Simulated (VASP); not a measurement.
Write the native input for VASP 6.6.1 that does the following.

- Task: relaxation of cell and atoms
- Functional: r2SCAN
- Potentials or basis: VASP PAW PBE potentials, release 64 (Sn_d, Se)
- Cutoff: 600 eV
- k mesh: 12 × 12 × 4
- Occupations: gaussian, width 0.02 eV
- Spin: no spin polarisation
- Target pressure: 3 GPa
- Dipole correction: no
- Further INCAR settings: ALGO = Normal; EDIFF = 1e-06; IBRION = 2; EDIFFG = -0.008; NSW = 70; ISIF = 3

SnSe2:

```xyz
3
Lattice="3.8045 0.0000 0.0000 -1.9023 3.2948 0.0000 0.0000 0.0000 6.4634" Properties=species:S:1:pos:R:3 pbc="T T T"
Sn    0.0000    0.0000    0.0000
Se    1.9023    1.0983    4.9042
Se    0.0000    2.1965    1.5592
```

One way to write it, as run:

POSCAR

```
SnSe2
1.0
    3.8045307375      0.0000000000      0.0000000000
   -1.9022653688      3.2948202682      0.0000000000
    0.0000000000      0.0000000000      6.4634224174
Sn Se
1 2
Direct
    0.0000000000      0.0000000000      0.0000000000
    0.6666666667      0.3333333333      0.7587693519
    0.3333333333      0.6666666667      0.2412306481
```

INCAR.step1

```
  PREC = Accurate
  ENCUT = 600
  ISMEAR = 0
  SIGMA = 0.02
  LREAL = F
  LASPH = T
  NELM = 80
  GGA = PE
  ALGO = Normal
  EDIFF = 1E-4
  LWAVE = T
  LCHARG = F
```

INCAR.step2

```
  PREC = Accurate
  ENCUT = 600
  EDIFF = 1E-6
  ISMEAR = 0
  SIGMA = 0.02
  LREAL = F
  LASPH = T
  NELM = 80
  ALGO = Normal
  ISIF = 3
  LWAVE = F
  LCHARG = F
  METAGGA = R2SCAN
  LMIXTAU = T
  IBRION = 2
  NSW = 70
  EDIFFG = -0.008
  PSTRESS = 30.0
  ISTART = 1
```

KPOINTS

```
Automatic mesh
0
Gamma
  12 12 4
```

Potentials or basis: VASP PAW PBE potentials, release 64 (Sn_d, Se).

Launch:

```console
$ cat potpaw_PBE.64/Sn_d/POTCAR potpaw_PBE.64/Se/POTCAR > POTCAR
$ cp INCAR.step1 INCAR
$ mpirun -np 1 vasp_std > vasp.out
$ cp INCAR.step2 INCAR
$ mpirun -np 1 vasp_std > vasp.out
```

It gave:

```
Relaxed volume                                             : 24.89 Å³/atom
Relaxed cell                                               : a = 3.797 Å, b = 3.797 Å, c = 5.979 Å, α = 90.00°, β = 90.00°, γ = 120.00°
Space group after relaxing (to 0.1 Å)                      : P-3m1 (No. 164)
Energy change on relaxing (the run minimises the enthalpy) : +16.4 meV/atom
Ionic steps                                                : 12
Pressure after relaxing                                    : 3.0 GPa
Largest force after relaxing                               : 0.006 eV/Å
Band gap on the k mesh                                     : 0.84 eV (least direct gap 1.41 eV)
```

Caveat: the cell is relaxed towards a set pressure, so the run minimises the enthalpy, not the energy; the PAW data sets were made with another functional, which shifts forces and pressure a little; spin-orbit coupling is left out, which moves the levels of the heavy elements.

It took 27 min on 1 thread of Intel(R) Xeon(R) 6975P-C (Granite Rapids), on a shared host, peak memory 0.33 GiB.
